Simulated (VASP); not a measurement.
Crystal: SiC.

```
CELL_PARAMETERS angstrom
2.90505 0.00000 0.00000
-1.45253 2.51585 0.00000
0.00000 0.00000 2.49599
ATOMIC_POSITIONS crystal
Si 0.33333 0.66667 0.50000
C 0.66667 0.33333 0.00000
```

```yaml
Program: VASP 6.6.1
Task: relaxation of cell and atoms
Functional: PBE
Potentials_or_basis: VASP PAW PBE potentials, release 64 (Si, C)
Cutoff: 600 eV
k_mesh: 6 × 6 × 6
Occupations: gaussian, width 0.1 eV
Spin: no spin polarisation
```

At the start: pressure 1.4 GPa; volume 9.12 Å³/atom.

Problem. Where does the relaxation end?

Solution. Over 9 steps the energy falls by 23.3 meV/atom and the volume is 9.09 Å³/atom (-0.4 %); space group P-6m2 (No. 187, to 0.05 Å).

The path:
```csv
step,energy change (eV),largest force (eV/Å),pressure (GPa),volume (Å³)
1,0.0000,0.0000,1.44,18.24
2,-0.0296,0.0000,-1.98,18.43
3,-0.0445,0.0000,-2.13,18.36
4,-0.0454,0.0000,-1.89,18.35
5,-0.0454,0.0000,-1.93,18.35
6,-0.0462,0.0000,0.85,18.09
7,-0.0465,0.0000,-0.13,18.18
8,-0.0465,0.0000,0.18,18.16
9,-0.0465,0.0000,0.01,18.17
```

Final structure:
```cif
data_structure
_symmetry_space_group_name_H-M 'P 1'
_symmetry_Int_Tables_number 1
_cell_length_a 2.8641
_cell_length_b 2.8641
_cell_length_c 2.5578
_cell_angle_alpha 90.000
_cell_angle_beta 90.000
_cell_angle_gamma 120.000
_cell_volume 18.17
loop_
_atom_site_label
_atom_site_type_symbol
_atom_site_fract_x
_atom_site_fract_y
_atom_site_fract_z
_atom_site_occupancy
Si1 Si 0.33333 0.66667 0.50000 1
C1 C 0.66667 0.33333 0.00000 1
```

Caveat: the k points lie up to 0.42 Å⁻¹ apart in the final cell.
